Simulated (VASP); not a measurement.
# TiNi (P4/nmm) in VASP: notebook

The runs below take TiNi through single point, with PBEsol.

Everything below comes from runs of VASP 6.6.1. Logs are shortened: lines on timing, memory, paths and dates and some standing lists are left out, and cuts for length are marked.

## (1) The cell of the first run

Symmetry: P4/nmm, No. 129, tetragonal system. The conventional cell has a = 3.796 Å, b = 3.796 Å, c = 3.612 Å, α = 90.00°, β = 90.00°, γ = 90.00°. Ti (site symmetry 4mm) has 8 Ni at 2.57 to 2.67 Å and 4 Ti at 2.69 Å within 3.4 Å. Ni (site symmetry -4m2) has 8 Ti at 2.57 to 2.67 Å and 4 Ni at 2.68 Å within 3.4 Å.

## (2) Single point, PBEsol, collinear spin, antiferromagnetic start

File INCAR:

```
SYSTEM = TiNi
PREC     = Accurate       ! precision mode
ENCUT    = 520            ! plane-wave cutoff, eV
EDIFF    = 1E-7           ! SCF threshold, eV
ISMEAR   = -1             ! smearing method
SIGMA    = 0.1            ! smearing width, eV
LREAL    = .FALSE.        ! projectors in reciprocal space
LASPH    = .TRUE.         ! aspherical terms in the spheres
NELM     = 150            ! most SCF steps
ALGO     = Normal         ! electronic algorithm
ISIF     = 2              ! what is computed and relaxed
LWAVE    = .FALSE.        ! write WAVECAR
LCHARG   = .TRUE.         ! write CHGCAR
ISPIN    = 2              ! spin polarisation
MAGMOM   = 0 0 1.5 -1.5   ! initial moments
LORBIT   = 11             ! projections on sites
LMAXMIX  = 4              ! l up to which the mixer works
GGA      = PS             ! functional
LELF     = .TRUE.         ! ELF
LVHAR    = .TRUE.       
NBANDS   = 34             ! bands
```

File KPOINTS:

```
regular mesh
0
G
  6 6 6
  0 0 0
```

File POSCAR:

```
TiNi
1.0
    3.7962945828      0.0000000000      0.0000000000
    0.0000000000      3.7962945828      0.0000000000
    0.0000000000      0.0000000000      3.6118449022
Ti Ni
2 2
Direct
    0.0000000000      0.5000000000      0.4808010000
    0.5000000000      0.0000000000      0.5191990000
    0.5000000000      0.5000000000      0.0000000000
    0.0000000000      0.0000000000      0.0000000000
```

Potentials or basis: VASP PAW PBE potentials, release 64 (Ti_sv, Ni).

Run with:

```console
$ cat potpaw_PBE.64/Ti_sv/POTCAR potpaw_PBE.64/Ni/POTCAR > POTCAR
$ mpirun -np 1 vasp_std > vasp.out
```

OUTCAR:

```text
SYSTEM = TiNi
   PREC = Accurate
   ENCUT = 520
   EDIFF = 1E-7
   ISMEAR = -1
   LREAL = .FALSE.
   LASPH = .TRUE.
   NELM = 150
   ISIF = 2
   ISPIN = 2
   LORBIT = 11
   GGA = PS

 ion  position               nearest neighbor table
   1  0.000  0.500  0.481-   3 2.57   4 2.57   4 2.57   3 2.57   4 2.67   3 2.67   3 2.67   4 2.67
                             2 2.69   2 2.69   2 2.69   2 2.69
   2  0.500  0.000  0.519-   3 2.57   4 2.57   3 2.57   4 2.57   3 2.67   3 2.67   4 2.67   4 2.67
                             1 2.69   1 2.69   1 2.69   1 2.69
   3  0.500  0.500  0.000-   1 2.57   2 2.57   2 2.57   1 2.57   2 2.67   2 2.67   1 2.67   1 2.67
                             4 2.68   4 2.68   4 2.68   4 2.68
   4  0.000  0.000  0.000-   1 2.57   2 2.57   1 2.57   2 2.57   2 2.67   1 2.67   2 2.67   1 2.67
                             3 2.68   3 2.68   3 2.68   3 2.68

  LATTYP: Found a simple tetragonal cell.
 ALAT       =     3.7962945828
 C/A-ratio  =     0.9514132329

  Lattice vectors:

 A1 = (   3.7962945828,   0.0000000000,   0.0000000000)
 A2 = (   0.0000000000,   3.7962945828,   0.0000000000)
 A3 = (   0.0000000000,   0.0000000000,   3.6118449022)

Analysis of symmetry for initial positions (statically):
=====================================================================
 Subroutine PRICEL returns:
 Original cell was already a primitive cell.

 Routine SETGRP: Setting up the symmetry group for a
 simple tetragonal supercell.

 Subroutine GETGRP returns: Found 16 space group operations
 (whereof  8 operations were pure point group operations)
 out of a pool of 16 trial point group operations.

The static configuration has the point symmetry D_2d.
 The point group associated with its full space group is D_4h.

Analysis of symmetry for dynamics (positions and initial velocities):
=====================================================================
 Subroutine PRICEL returns:
 Original cell was already a primitive cell.

 Routine SETGRP: Setting up the symmetry group for a
 simple tetragonal supercell.

 Subroutine GETGRP returns: Found 16 space group operations
 (whereof  8 operations were pure point group operations)
 out of a pool of 16 trial point group operations.

The dynamic configuration has the point symmetry D_2d.
 The point group associated with its full space group is D_4h.

Analysis of structural, dynamic, and magnetic symmetry:
=====================================================================
 Subroutine PRICEL returns:
 Original cell was already a primitive cell.

 Routine SETGRP: Setting up the symmetry group for a
 simple tetragonal supercell.

 Subroutine GETGRP returns: Found 16 space group operations
 (whereof  8 operations were pure point group operations)
 out of a pool of 16 trial point group operations.
[... 132 lines left out ...]
   LHFCALC =     F    Hartree Fock is set to
   AEXX    =    0.0000 exact exchange contribution
   IVDW    =     0    specifies the selected vdW correction
   LEPSILON=     F    determine dielectric tensor
   LRPA    =     F    only Hartree local field effects (RPA)
 spin polarized calculation
  energy-cutoff  :      520.00
  volume of cell :       52.05
 maximum number of plane-waves:      1420
   NGX = 15   NGY = 15   NGZ = 13

 number of electron      44.0000036 magnetization       0.0000000

 number of electron      44.0000036 magnetization      -0.0000000

 Free energy of the ion-electron system (eV)
  ---------------------------------------------------
  ext. energy  EPLUGINS =         0.00000000
  ---------------------------------------------------
  free energy    TOTEN  =       -30.37943239 eV

  energy without entropy =      -30.20520914  energy(sigma->0) =      -30.29232076

 E-fermi :   9.5497     XC(G=0): -12.7867

 val. band max:        9.5232861378   @ k =   0.3333   0.3333   0.1667
 cond. band min:       9.5611932457   @ k =   0.1667   0.1667   0.0000
 fundamental gap:      0.0379071079
 Fermi energy:         9.5496823449

 spin component 1

 k-point     1 :       0.0000    0.0000    0.0000
  band No.  band energies     occupation
      1     -46.9962      1.00000
      2     -46.7946      1.00000
      3     -23.5765      1.00000
      4     -23.5765      1.00000
      5     -23.3436      1.00000
      6     -23.1763      1.00000
[... 877 lines left out ...]
     33      19.5169      0.00000
     34      19.5169      0.00000

 [... further k-points ...]

 spin component 2

 k-point     1 :       0.0000    0.0000    0.0000
  band No.  band energies     occupation
      1     -46.9962      1.00000
      2     -46.7946      1.00000
      3     -23.5765      1.00000
      4     -23.5765      1.00000
      5     -23.3436      1.00000
      6     -23.1763      1.00000
[... 877 lines left out ...]
     33      19.5169      0.00000
     34      19.5169      0.00000

 [... further k-points ...]
[... 5 lines left out ...]
  --------------------------------------------------------------------------------------
  -------------------------------------------------------------------------------------
  Total       -0.0786830     -0.0786830     -1.4702266      0.0000000     -0.0000000      0.0000000
  in kB       -2.4218249     -2.4218249    -45.2528533      0.0000000     -0.0000000      0.0000000
  external PRESSURE =     -16.6988344 kB  Pullay stress =       0.0000000 kB

 VOLUME and BASIS-vectors are now :
 -----------------------------------------------------------------------------
  energy-cutoff  :      520.00
  volume of cell :       52.05
      direct lattice vectors                 reciprocal lattice vectors
     3.796294583  0.000000000  0.000000000     0.263414753  0.000000000  0.000000000
     0.000000000  3.796294583  0.000000000     0.000000000  0.263414753  0.000000000
     0.000000000  0.000000000  3.611844902     0.000000000  0.000000000  0.276866817

 POSITION                                       TOTAL-FORCE (eV/Angst)
 -----------------------------------------------------------------------------------
      0.00000      1.89815      1.73658        -0.000000      0.000000      0.164980
      1.89815      0.00000      1.87527         0.000000      0.000000     -0.164980
      1.89815      1.89815      0.00000         0.000000     -0.000000      0.000000
      0.00000      0.00000      0.00000         0.000000      0.000000      0.000000
 -----------------------------------------------------------------------------------
    total drift:                                0.000000      0.000000      0.000000

  FREE ENERGIE OF THE ION-ELECTRON SYSTEM (eV)
  ---------------------------------------------------
  free  energy   TOTEN  =       -30.3794323864 eV

  energy  without entropy=      -30.2052091413  energy(sigma->0) =      -30.29232076

 total charge

# of ion       s       p       d       tot
------------------------------------------
    1        2.255   6.154   1.953  10.362
    2        2.255   6.154   1.953  10.362
    3        0.558   0.504   8.313   9.376
    4        0.558   0.504   8.313   9.376
--------------------------------------------------
tot          5.626  13.318  20.531  39.474

 magnetization (x)

# of ion       s       p       d       tot
------------------------------------------
    1        0.000   0.000   0.000   0.000
    2        0.000   0.000   0.000   0.000
    3       -0.000   0.000   0.000   0.000
    4        0.000  -0.000  -0.000  -0.000
--------------------------------------------------
tot          0.000   0.000   0.000   0.000
```

OSZICAR:

```text
N       E                     dE             d eps       ncg     rms          rms(c)
DAV:   1     0.445162516141E+03    0.44516E+03   -0.20182E+04  5576   0.172E+03
DAV:   2     0.172439430181E+02   -0.42792E+03   -0.41151E+03  5452   0.440E+02
DAV:   3    -0.308254865556E+02   -0.48069E+02   -0.45861E+02  8108   0.142E+02
DAV:   4    -0.351389772701E+02   -0.43135E+01   -0.42265E+01  7602   0.353E+01
DAV:   5    -0.352889571945E+02   -0.14998E+00   -0.14993E+00  6990   0.582E+00    0.244E+01
DAV:   6    -0.397584007139E+02   -0.44694E+01   -0.81713E+01  5778   0.101E+02    0.283E+01
DAV:   7    -0.303513662746E+02    0.94070E+01   -0.27981E+01  7046   0.606E+01    0.576E+00
DAV:   8    -0.303715795640E+02   -0.20213E-01   -0.19552E+00  7662   0.109E+01    0.256E+00
DAV:   9    -0.303961870059E+02   -0.24607E-01   -0.26252E-01  7238   0.558E+00    0.284E+00
DAV:  10    -0.303843711745E+02    0.11816E-01   -0.25177E-01  7060   0.561E+00    0.112E+00
DAV:  11    -0.303793824518E+02    0.49887E-02   -0.25035E-02  6528   0.204E+00    0.385E-01
DAV:  12    -0.303792043213E+02    0.17813E-03   -0.26245E-03  7598   0.518E-01    0.138E-01
DAV:  13    -0.303794289084E+02   -0.22459E-03   -0.49705E-04  6440   0.168E-01    0.731E-02
DAV:  14    -0.303794292986E+02   -0.39013E-06   -0.11883E-04  8914   0.104E-01    0.240E-02
DAV:  15    -0.303794347951E+02   -0.54965E-05   -0.24149E-05  7266   0.441E-02    0.186E-02
DAV:  16    -0.303794326292E+02    0.21659E-05   -0.49637E-06  7744   0.238E-02    0.819E-03
DAV:  17    -0.303794323699E+02    0.25926E-06   -0.51232E-07  4758   0.661E-03    0.445E-03
DAV:  18    -0.303794323864E+02   -0.16450E-07   -0.26570E-07  3558   0.540E-03
   1 F= -.30379432E+02 E0= -.30292321E+02  d E =-.174223E+00  mag=     0.0000
```

It took 4.2 min on 1 thread of AMD EPYC 7R13, shared host; peak memory 0.24 GiB.

What came out:

```yaml
Free_energy: -30.3794 eV
Pressure: -1.7 GPa
Largest_force: 0.165 eV/Å
Band_gap_on_the_k_mesh: zero (filled and empty bands overlap)
Net_moment: 0.00 μB per cell
Valence_electrons_inside_the_program's_atomic_spheres: Ti 10.36; Ni 9.38
```

Forces in eV/Å, atoms in the order of the input:
```
Ti   0.000  0.000  0.165
Ti   0.000  0.000 -0.165
Ni   0.000  0.000  0.000
Ni   0.000  0.000  0.000
```

Levels at points of the mesh, in eV from the Fermi level:
Spin up:
```csv
k point,band 19,band 20,band 21,band 22,band 23,band 24,band 25,band 26
"(0.00, 0.00, 0.00)",-0.69,-0.37,0.11,0.62,2.20,2.20,2.35,2.43
"(0.50, 0.00, 0.00)",-1.71,-1.71,0.60,0.60,0.89,0.89,1.24,1.24
"(0.50, 0.50, 0.00)",-1.51,-1.51,-0.86,-0.86,-0.38,-0.38,0.56,0.56
"(0.00, 0.00, 0.50)",-1.54,-1.41,-1.41,-1.12,-1.11,-0.69,1.68,2.08
"(0.50, 0.00, 0.50)",-1.75,-1.75,-1.46,-1.46,0.81,0.81,1.40,1.40
"(0.50, 0.50, 0.50)",-0.18,-0.18,-0.07,-0.07,0.22,0.22,0.70,0.70
```
Spin down:
```
           k point  band 20  band 21  band 22  band 23  band 24  band 25
(0.00, 0.00, 0.00)    -0.37     0.11     0.62     2.20     2.20     2.35
(0.50, 0.00, 0.00)    -1.71     0.60     0.60     0.89     0.89     1.24
(0.50, 0.50, 0.00)    -1.51    -0.86    -0.86    -0.38    -0.38     0.56
(0.00, 0.00, 0.50)    -1.41    -1.41    -1.12    -1.11    -0.69     1.68
(0.50, 0.00, 0.50)    -1.75    -1.46    -1.46     0.81     0.81     1.40
(0.50, 0.50, 0.50)    -0.18    -0.07    -0.07     0.22     0.22     0.70
```

Caveat: the moments typed at the start vanished in this run; the PAW data sets were made with another functional, which shifts forces and pressure a little.

## (3) Single point, PBEsol, collinear spin, antiferromagnetic start

This run uses another cell than the first one, of 13.28 Å³/atom.

File INCAR:

```
PREC = Accurate
ENCUT = 520
EDIFF = 1E-7
ISMEAR = -1
SIGMA = 0.1
LREAL = F
LASPH = T
NELM = 150
ALGO = Normal
ISIF = 2
LWAVE = F
LCHARG = T
ISPIN = 2
MAGMOM = 0 0 1.5 -1.5
LORBIT = 11
LMAXMIX = 4
GGA = PS
LELF = T
LVHAR = T
NBANDS = 34
```

File KPOINTS:

```
Automatic mesh
0
Gamma
  6 6 6
```

File POSCAR:

```
TiNi
1.0
    3.8219460000      0.0000000000      0.0000000000
    0.0000000000      3.8219460000      0.0000000000
    0.0000000000      0.0000000000      3.6362500000
Ti Ni
2 2
Direct
    0.0000000000      0.5000000000      0.4808010000
    0.5000000000      0.0000000000      0.5191990000
    0.5000000000      0.5000000000      0.0000000000
    0.0000000000      0.0000000000      0.0000000000
```

Potentials or basis: VASP PAW PBE potentials, release 64 (Ti_sv, Ni).

Run with:

```console
$ cat potpaw_PBE.64/Ti_sv/POTCAR potpaw_PBE.64/Ni/POTCAR > POTCAR
$ mpirun -np 1 vasp_std > vasp.out
```

It took 4.1 min on 1 thread of AMD EPYC 7R13, shared host; peak memory 0.25 GiB.

Results (log left out):

```
Free energy                                           : -30.3581 eV
Pressure                                              : -4.8 GPa
Largest force                                         : 0.142 eV/Å
Band gap on the k mesh                                : zero (filled and empty bands overlap)
Net moment                                            : 0.00 μB per cell
Valence electrons inside the program's atomic spheres : Ti 10.33; Ni 9.34
```

Forces in eV/Å, atoms in the order of the input:
```
Ti   0.000  0.000  0.142
Ti   0.000  0.000 -0.142
Ni   0.000  0.000  0.000
Ni   0.000  0.000  0.000
```

Stress tensor (GPa, compression positive):
```
-3.31  0.00  0.00
 0.00 -3.31  0.00
 0.00  0.00 -7.83
```

Levels at points of the mesh, in eV from the Fermi level:
Spin up:
| k point | band 19 | band 20 | band 21 | band 22 | band 23 | band 24 | band 25 | band 26 |
| --- | --- | --- | --- | --- | --- | --- | --- | --- |
| (0.00, 0.00, 0.00) | -0.68 | -0.36 | 0.11 | 0.61 | 2.14 | 2.14 | 2.29 | 2.38 |
| (0.50, 0.00, 0.00) | -1.67 | -1.67 | 0.59 | 0.59 | 0.87 | 0.87 | 1.21 | 1.21 |
| (0.50, 0.50, 0.00) | -1.47 | -1.47 | -0.83 | -0.83 | -0.36 | -0.36 | 0.52 | 0.52 |
| (0.00, 0.00, 0.50) | -1.50 | -1.36 | -1.36 | -1.09 | -1.07 | -0.68 | 1.64 | 2.04 |
| (0.50, 0.00, 0.50) | -1.71 | -1.71 | -1.44 | -1.43 | 0.79 | 0.79 | 1.37 | 1.37 |
| (0.50, 0.50, 0.50) | -0.19 | -0.19 | -0.07 | -0.07 | 0.21 | 0.21 | 0.65 | 0.65 |
Spin down:
```csv
k point,band 18,band 19,band 20,band 21,band 22,band 23,band 24,band 25,band 26,band 27
"(0.00, 0.00, 0.00)",-1.14,-0.68,-0.36,0.11,0.61,2.14,2.14,2.29,2.38,2.38
"(0.50, 0.00, 0.00)",-2.24,-1.67,-1.67,0.59,0.59,0.87,0.87,1.21,1.21,1.73
"(0.50, 0.50, 0.00)",-1.68,-1.47,-1.47,-0.83,-0.83,-0.36,-0.36,0.52,0.52,1.67
"(0.00, 0.00, 0.50)",-1.61,-1.50,-1.36,-1.36,-1.09,-1.07,-0.68,1.64,2.04,2.04
"(0.50, 0.00, 0.50)",-2.21,-1.71,-1.71,-1.44,-1.43,0.79,0.79,1.37,1.37,1.89
"(0.50, 0.50, 0.50)",-1.86,-0.19,-0.19,-0.07,-0.07,0.21,0.21,0.65,0.65,2.33
```

Caveat: the cell stands under tension; the moments typed at the start vanished in this run; the PAW data sets were made with another functional, which shifts forces and pressure a little.

The gap in the log of VASP goes by the Fermi energy; the results here count the filled bands.